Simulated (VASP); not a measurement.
# Zr2Cl (Fm-3m) in VASP: further runs, part 2 of 3

VASP 6.6.1. Earlier steps stand in the parts before.

## Step 3: Single point, PBE, collinear spin

INCAR

```
ALGO = Normal
EDIFF = 1E-6
ENCUT = 520
GGA = PE
ISIF = 2
ISMEAR = 0
ISPIN = 2
LASPH = T
LCHARG = F
LMAXMIX = 4
LORBIT = 11
LREAL = F
LWAVE = F
MAGMOM = 1 1 0
NBANDS = 26
NELM = 150
PREC = Accurate
SIGMA = 0.1
```

KPOINTS

```
k-points
0
Gamma
  6 6 6
```

POSCAR

```
Zr2Cl
1.0
    0.0000000000      3.1388012800      3.1388012800
    3.1388012800      0.0000000000      3.1388012800
    3.1388012800      3.1388012800      0.0000000000
Zr Cl
2 1
Direct
    0.7500000000      0.7500000000      0.7500000000
    0.2500000000      0.2500000000      0.2500000000
    0.0000000000      0.0000000000      0.0000000000
```

Potentials or basis: VASP PAW PBE potentials, release 64 (Zr_sv, Cl).

Launch:

```
cat potpaw_PBE.64/Zr_sv/POTCAR potpaw_PBE.64/Cl/POTCAR > POTCAR
mpirun -np 1 vasp_std > vasp.out
```

OUTCAR:

```text
EDIFF = 1E-6
   ENCUT = 520
   GGA = PE
   ISIF = 2
   ISMEAR = 0
   ISPIN = 2
   LASPH = T
   LORBIT = 11
   LREAL = F
   NELM = 150
   PREC = Accurate

 ion  position               nearest neighbor table
   1  0.750  0.750  0.750-   3 2.72   3 2.72   3 2.72   3 2.72   2 3.14   2 3.14   2 3.14   2 3.14
                             2 3.14   2 3.14
   2  0.250  0.250  0.250-   3 2.72   3 2.72   3 2.72   3 2.72   1 3.14   1 3.14   1 3.14   1 3.14
                             1 3.14   1 3.14
   3  0.000  0.000  0.000-   1 2.72   2 2.72   1 2.72   1 2.72   1 2.72   2 2.72   2 2.72   2 2.72

  LATTYP: Found a face centered cubic cell.
 ALAT       =     6.2776025600

  Lattice vectors:

 A1 = (   0.0000000000,   3.1388012800,   3.1388012800)
 A2 = (   3.1388012800,   0.0000000000,   3.1388012800)
 A3 = (   3.1388012800,   3.1388012800,   0.0000000000)

Analysis of symmetry for initial positions (statically):
=====================================================================
 Subroutine PRICEL returns:
 Original cell was already a primitive cell.

 Routine SETGRP: Setting up the symmetry group for a
 face centered cubic supercell.

 Subroutine GETGRP returns: Found 48 space group operations
 (whereof 48 operations were pure point group operations)
 out of a pool of 48 trial point group operations.

The static configuration has the point symmetry O_h .

Analysis of symmetry for dynamics (positions and initial velocities):
=====================================================================
 Subroutine PRICEL returns:
 Original cell was already a primitive cell.

 Routine SETGRP: Setting up the symmetry group for a
 face centered cubic supercell.

 Subroutine GETGRP returns: Found 48 space group operations
 (whereof 48 operations were pure point group operations)
 out of a pool of 48 trial point group operations.

The dynamic configuration has the point symmetry O_h .

Analysis of structural, dynamic, and magnetic symmetry:
=====================================================================
 Subroutine PRICEL returns:
 Original cell was already a primitive cell.

 Routine SETGRP: Setting up the symmetry group for a
 face centered cubic supercell.

 Subroutine GETGRP returns: Found 48 space group operations
 (whereof 48 operations were pure point group operations)
 out of a pool of 48 trial point group operations.

The overall configuration has the point symmetry O_h .

 Subroutine INISYM returns: Found 48 space group operations
 (whereof 48 operations are pure point group operations),
 and found     1 'primitive' translations

----------------------------------------------------------------------------------------

                                     Primitive cell

  volume of cell :      61.8474

  direct lattice vectors                    reciprocal lattice vectors
     0.000000000  3.138801280  3.138801280    -0.159296481  0.159296481  0.159296481
     3.138801280  0.000000000  3.138801280     0.159296481 -0.159296481  0.159296481
     3.138801280  3.138801280  0.000000000     0.159296481  0.159296481 -0.159296481

  length of vectors
     4.438935340  4.438935340  4.438935340     0.275909599  0.275909599  0.275909599
[... 69 lines left out ...]
   LNONCOLLINEAR =      F non collinear calculations
   LSORBIT =      F    spin-orbit coupling
   LASPH  =      T    aspherical Exc in radial PAW
   ENCUT  =  520.0 eV  38.22 Ry    6.18 a.u.   8.25  8.25  8.25*2*pi/ulx,y,z
   NELM   =    150;   NELMIN=  2; NELMDL= -5     # of ELM steps
   EDIFF  = 0.1E-05   stopping-criterion for ELM
   LREAL  =      F    real-space projection
   EDIFFG = 0.1E-04   stopping-criterion for IOM
   NSW    =      0    number of steps for IOM
   IBRION =     -1    ionic relax: 0-MD 1-quasi-New 2-CG
   NFREE  =      0    steps in history (QN), initial steepest desc. (CG)
   ISIF   =      2    stress and relaxation
   ISYM   =      2    0-nonsym 1-usesym 2-fastsym
   POTIM  = 0.5000    time-step for ionic-motion
   TEBEG  =    0.0;   TEEND  =   0.0 temperature during run
   PSTRESS=    0.0 pullay stress
   NELECT =      31.0000    total number of electrons
   NUPDOWN=      -1.0000    fix difference up-down
   EMIN   =  10.00;   EMAX   =-10.00  energy-range for DOS
   EFERMI =   0.00;   METHOD = LEGACY
   ISMEAR =     0;   SIGMA  =   0.10  broadening in eV -4-tet -1-fermi 0-gaus
   EFERMI_NEDOS =   21; number of points for ismear=-14 and -15
   IALGO  =     38    algorithm
   IMIX   =      4    mixing-type and parameters
     AMIX     =   0.40;   BMIX     =  1.00
     AMIX_MAG =   1.60;   BMIX_MAG =  1.00
  volume/ion in A,a.u.               =      20.62       139.12
  Fermi-wavevector in a.u.,A,eV,Ry     =   1.300434  2.457464 23.009194  1.691128
  Thomas-Fermi vector in A             =   2.431633
   LORBIT       =     11    0 simple, 1 ext, 2 COOP (PROOUT), +10 PAW based schemes
   GGA     = PE    functional components
   LHFCALC =     F    Hartree Fock is set to
   AEXX    =    0.0000 exact exchange contribution
   IVDW    =     0    specifies the selected vdW correction
   LEPSILON=     F    determine dielectric tensor
   LRPA    =     F    only Hartree local field effects (RPA)
 spin polarized calculation
 Gauss-broadening in eV      SIGMA  =   0.10
  energy-cutoff  :      520.00
  volume of cell :       61.85
 maximum number of plane-waves:      1687
 NGX is ok and might be reduce to    36
   NGX = 17   NGY = 17   NGZ = 17

 number of electron      31.0000002 magnetization      -0.0006265

 number of electron      31.0000002 magnetization       0.0002649

 Free energy of the ion-electron system (eV)
  ---------------------------------------------------
  ext. energy  EPLUGINS =         0.00000000
  ---------------------------------------------------
  free energy    TOTEN  =       -18.54703721 eV

  energy without entropy =      -18.52996809  energy(sigma->0) =      -18.53850265

 E-fermi :   9.7590     XC(G=0): -10.9908

 val. band max:        9.7211951671   @ k =   0.5000   0.3333   0.0000
 cond. band min:       9.7843725750   @ k =  -0.1667   0.1667   0.0000
 fundamental gap:      0.0631774079
 Fermi energy:         9.7589549312

 spin component 1

 k-point     1 :       0.0000    0.0000    0.0000
  band No.  band energies     occupation
      1     -39.7197      1.00000
      2     -39.5339      1.00000
      3     -17.9609      1.00000
      4     -17.9609      1.00000
      5     -17.9609      1.00000
      6     -17.4880      1.00000
[... 453 lines left out ...]
     25      16.8302      0.00000
     26      16.8745      0.00000
 Fermi energy:         9.7589549312

 spin component 2

 k-point     1 :       0.0000    0.0000    0.0000
  band No.  band energies     occupation
      1     -39.7197      1.00000
      2     -39.5339      1.00000
      3     -17.9610      1.00000
      4     -17.9609      1.00000
      5     -17.9609      1.00000
      6     -17.4881      1.00000
[... 453 lines left out ...]
     25      16.8225      0.00000
     26      16.8760      0.00000

------------------------ aborting loop because EDIFF is reached ----------------------------------------

  FORCE on cell =-STRESS in cart. coord.  units (eV):
  Direction    XX          YY          ZZ          XY          YZ          ZX
  --------------------------------------------------------------------------------------
  -------------------------------------------------------------------------------------
  Total        0.2962451      0.2962451      0.2962451      0.0000000     -0.0000000      0.0000000
  in kB        7.6743276      7.6743276      7.6743276      0.0000000     -0.0000000      0.0000000
  external PRESSURE =       7.6743276 kB  Pullay stress =       0.0000000 kB

 VOLUME and BASIS-vectors are now :
 -----------------------------------------------------------------------------
  energy-cutoff  :      520.00
  volume of cell :       61.85
      direct lattice vectors                 reciprocal lattice vectors
     0.000000000  3.138801280  3.138801280    -0.159296481  0.159296481  0.159296481
     3.138801280  0.000000000  3.138801280     0.159296481 -0.159296481  0.159296481
     3.138801280  3.138801280  0.000000000     0.159296481  0.159296481 -0.159296481

 POSITION                                       TOTAL-FORCE (eV/Angst)
 -----------------------------------------------------------------------------------
      4.70820      4.70820      4.70820        -0.000000     -0.000000     -0.000000
      1.56940      1.56940      1.56940         0.000000      0.000000      0.000000
      0.00000      0.00000      0.00000         0.000000     -0.000000     -0.000000
 -----------------------------------------------------------------------------------
    total drift:                                0.000000      0.000000      0.000000

  FREE ENERGIE OF THE ION-ELECTRON SYSTEM (eV)
  ---------------------------------------------------
  free  energy   TOTEN  =       -18.5470372101 eV

  energy  without entropy=      -18.5299680879  energy(sigma->0) =      -18.53850265

 total charge

# of ion       s       p       d       tot
------------------------------------------
    1        2.175   5.933   1.808   9.915
    2        2.175   5.933   1.808   9.915
    3        1.602   3.456   0.000   5.059
--------------------------------------------------
tot          5.952  15.322   3.616  24.890

 magnetization (x)

# of ion       s       p       d       tot
------------------------------------------
    1       -0.000  -0.000  -0.000  -0.000
    2       -0.000  -0.000  -0.000  -0.000
    3        0.000  -0.000   0.000  -0.000
--------------------------------------------------
tot         -0.000  -0.000  -0.000  -0.000
```

OSZICAR:

```text
N       E                     dE             d eps       ncg     rms          rms(c)
DAV:   1     0.267596014118E+03    0.26760E+03   -0.15413E+04  1664   0.113E+03
DAV:   2     0.666051399838E+00   -0.26693E+03   -0.25602E+03  2002   0.340E+02
DAV:   3    -0.175853197161E+02   -0.18251E+02   -0.17563E+02  2766   0.668E+01
DAV:   4    -0.186364146887E+02   -0.10511E+01   -0.10423E+01  2138   0.146E+01
DAV:   5    -0.186639350768E+02   -0.27520E-01   -0.27506E-01  2422   0.202E+00    0.183E+01
DAV:   6    -0.185538818559E+02    0.11005E+00   -0.67429E-01  2084   0.487E+00    0.899E+00
DAV:   7    -0.185210997736E+02    0.32782E-01   -0.34305E-01  2064   0.315E+00    0.417E+00
DAV:   8    -0.185444358707E+02   -0.23336E-01   -0.36415E-02  2120   0.118E+00    0.143E+00
DAV:   9    -0.185461816019E+02   -0.17457E-02   -0.40964E-03  2132   0.424E-01    0.589E-01
DAV:  10    -0.185469869122E+02   -0.80531E-03   -0.21653E-03  1948   0.353E-01    0.114E-01
DAV:  11    -0.185470385465E+02   -0.51634E-04   -0.20268E-04  2258   0.961E-02    0.594E-02
DAV:  12    -0.185470374154E+02    0.11311E-05   -0.98283E-06  2024   0.192E-02    0.201E-02
DAV:  13    -0.185470372101E+02    0.20530E-06   -0.38057E-06  1758   0.116E-02
   1 F= -.18547037E+02 E0= -.18538503E+02  d E =-.170691E-01  mag=     0.0004
```

stdout:

```text
POSCAR found type information on POSCAR ZrCl
 POSCAR found :  2 types and       3 ions
 scaLAPACK will be used
 LDA part: xc-table for (Slater+PW92), standard interpolation
 POSCAR, INCAR and KPOINTS ok, starting setup
 FFT: planning ... GRIDC
 FFT: planning ... GRID_SOFT
 FFT: planning ... GRID
 WAVECAR not read
 entering main loop
```

Run time: 40 s. Hardware: 1 thread of Intel Xeon Platinum 8488C (Sapphire Rapids), shared host; peak memory 0.25 GiB.

Results:

| Quantity | Value |
| --- | --- |
| Free energy | -18.5470 eV |
| Pressure | 0.8 GPa |
| Net moment | 0.00 μB per cell |
| Valence electrons inside the program's atomic spheres | Zr 9.91; Cl 5.06 |

Levels at points of the mesh, in eV from the Fermi level:
Spin up:
```
           k point  band 11  band 12  band 13  band 14  band 15  band 16  band 17  band 18  band 19  band 20
(0.00, 0.00, 0.00)    -8.32    -8.32    -3.01    -2.61    -2.61     1.41     1.41     1.41     2.83     2.83
(0.50, 0.00, 0.00)    -7.95    -7.95    -1.22    -0.85    -0.85     0.19     0.40     0.40     0.56     0.56
(0.50, 0.50, 0.00)    -7.63    -7.63    -2.78    -1.91    -1.57     0.87     0.87     0.89     1.46     1.46
```
Spin down:
```csv
k point,band 11,band 12,band 13,band 14,band 15,band 16,band 17,band 18,band 19,band 20
"(0.00, 0.00, 0.00)",-8.32,-8.32,-3.01,-2.61,-2.61,1.41,1.41,1.41,2.83,2.83
"(0.50, 0.00, 0.00)",-7.95,-7.95,-1.22,-0.85,-0.85,0.19,0.40,0.40,0.56,0.56
"(0.50, 0.50, 0.00)",-7.63,-7.63,-2.78,-1.91,-1.57,0.87,0.87,0.89,1.46,1.46
```

## Step 4: Single point, PBE

This run uses another cell than the first one, of 20.70 Å³/atom.

INCAR

```
SYSTEM = Zr2Cl
  PREC = Accurate
  ENCUT = 520
  EDIFF = 1E-7
  ISMEAR = 0
  SIGMA = 0.1
  LREAL = .FALSE.
  LASPH = .TRUE.
  NELM = 100
  ALGO = Normal
  ISIF = 2
  LWAVE = .FALSE.
  LCHARG = .TRUE.
  GGA = PE
  LELF = .TRUE.
  LVHAR = .TRUE.
  NBANDS = 22
```

KPOINTS

```
regular mesh
0
G
  12 12 12
  0 0 0
```

POSCAR

```
Zr2Cl
1.0
    0.0000000000      3.1429146220      3.1429146220
    3.1429146220      0.0000000000      3.1429146220
    3.1429146220      3.1429146220      0.0000000000
Zr Cl
2 1
Direct
    0.7500000000      0.7500000000      0.7500000000
    0.2500000000      0.2500000000      0.2500000000
    0.0000000000      0.0000000000      0.0000000000
```

Launch:

```
cat potpaw_PBE.64/Zr_sv/POTCAR potpaw_PBE.64/Cl/POTCAR > POTCAR
mpirun -np 1 vasp_std > vasp.out
```

Run time: 72 s. Hardware: 1 thread of Intel Xeon Platinum 8488C (Sapphire Rapids), shared host; peak memory 0.25 GiB.

Results (log left out):

- Free energy: -18.5748 eV
- Pressure: 0.2 GPa
- Band gap on the k mesh: zero (an odd number of electrons rules out a gap without spin polarisation)

Levels at points of the mesh, in eV from the Fermi level:
```
           k point  band 13  band 14  band 15  band 16  band 17  band 18
(0.00, 0.00, 0.00)    -2.97    -2.54    -2.54     1.45     1.45     1.45
(0.50, 0.00, 0.00)    -1.17    -0.79    -0.79     0.23     0.46     0.46
(0.50, 0.50, 0.00)    -2.72    -1.85    -1.51     0.92     0.93     0.93
```

Caveat: an odd number of electrons without spin polarisation forces a metal; a magnetic or distorted state may lie lower.

(Part 2 of 3 ends here.)

The gap in the log of VASP goes by the Fermi energy; the results here count the filled bands.